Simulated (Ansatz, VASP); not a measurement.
# Si in VASP and in Ansatz

INCAR

```
PREC = Accurate ; ENCUT = 520
EDIFF = 1E-6 ; ISMEAR = 0
SIGMA = 0.03 ; LREAL = F
LASPH = T ; NELM = 80
ALGO = Normal ; ISIF = 2
LWAVE = F ; LCHARG = F
GGA = PS ; NBANDS = 16
```

KPOINTS

```
regular mesh
0
Gamma
  12 12 12
```

The input POSCAR:

```
Si
1.0
   -3.4425315720      3.4425315720      1.8345250747
    3.4425315720     -3.4425315720      1.8345250747
    3.4425315720      3.4425315720     -1.8345250747
Si
4
Direct
    0.1787304307      0.1787304307      0.3574608614
    0.8212695693      0.8212695693      0.6425391386
    0.1787304307      0.8212695693      0.0000000000
    0.8212695693      0.1787304307      0.0000000000
```

Input for Ansatz:

```yaml
crystal:
  lattice:
    - [-3.442531572, 3.442531572, 1.8345250747]
    - [3.442531572, -3.442531572, 1.8345250747]
    - [3.442531572, 3.442531572, -1.8345250747]
  atoms:
    - { symbol: Si, position: [0.1787304307, 0.1787304307, 0.3574608614] }
    - { symbol: Si, position: [0.8212695693, 0.8212695693, 0.6425391386] }
    - { symbol: Si, position: [0.1787304307, 0.8212695693, 0.0] }
    - { symbol: Si, position: [0.8212695693, 0.1787304307, 0.0] }
basis:
  ecutwfc: 420
kpoints:
  mp_grid: { grid: [12, 12, 12] }
hamiltonian:
  xc: pbesol
  pseudopotentials: { kind: paw, azcp: { folder: soft_1 } }
scf:
  occupations: { method: gaussian, width: 0.03 }
output:
  forces: true
  stress: true
  eigenvalues: true
```

Alike in both runs: task single point; functional PBEsol; k mesh 12 × 12 × 12; occupations gaussian, width 0.03 eV; no spin polarisation.

|  | VASP | Ansatz |
| --- | --- | --- |
| version | VASP 6.6.1 | Ansatz 0.2.0 |
| potentials or method | VASP PAW PBE potentials, release 64 (Si), cutoff 520 eV | scalar-relativistic, plane waves, PAW |
| valence electrons in the cell | 16 | 16 |

Ansatz gave:

| Quantity | Value |
| --- | --- |
| gap on the k mesh at the Fermi level (eV) | none |
| pressure (GPa) | -1.4 |
| traceless stress, the component that is largest in VASP (GPa) | 8.97 |
| rms of the force components (eV/Å) | 0.471 |

Which values does VASP return?

gap on the k mesh at the Fermi level (eV): none; pressure (GPa): -1.3; traceless stress, the component that is largest in VASP (GPa): 9.01; rms of the force components (eV/Å): 0.473.

VASP's potentials were made for PBE, not for PBEsol, and Ansatz warns of the same on its side. Atom by atom the forces differ by 0.002 eV/Å (rms over components). A gap of «none» marks a metal or a gap that the smearing closes. The functional is the same, so the differences come from potentials, cutoffs and numerics.
